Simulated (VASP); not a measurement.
A run of VASP 6.6.1 is set up as follows.

Contents of INCAR:

```
SYSTEM = AlCu
PREC = Accurate
ENCUT = 520
EDIFF = 1E-7
ISMEAR = 0
SIGMA = 0.1
LREAL = .False.
LASPH = .True.
NELM = 100
ALGO = Normal
ISIF = 2
LWAVE = .False.
LCHARG = .False.
GGA = PS
NBANDS = 14
```

File KPOINTS:

```
Automatic mesh
0
Gamma
  14 14 14
  0 0 0
```

The input POSCAR:

```
AlCu
1.0
    2.9852729760      0.0000000000      0.0000000000
    0.0000000000      2.9852729760      0.0000000000
    0.0000000000      0.0000000000      2.9852729760
Al Cu
1 1
Direct
    0.0000000000      0.0000000000      0.0000000000
    0.5000000000      0.5000000000      0.5000000000
```

Potentials or basis: VASP PAW PBE potentials, release 64 (Al, Cu).

Launch:

```sh
$ cat potpaw_PBE.64/Al/POTCAR potpaw_PBE.64/Cu/POTCAR > POTCAR
$ mpirun -np 1 vasp_std > vasp.out
```

Problem. Predict the pressure.

Solution. -3.1 GPa.

Problem. What does it give for the band gap on the k mesh?

Solution. Zero (band 7 reaches 12.97 eV, above the bottom of band 8 at 8.26 eV).

Caveat: the PAW data sets were made with another functional, which shifts forces and pressure a little.
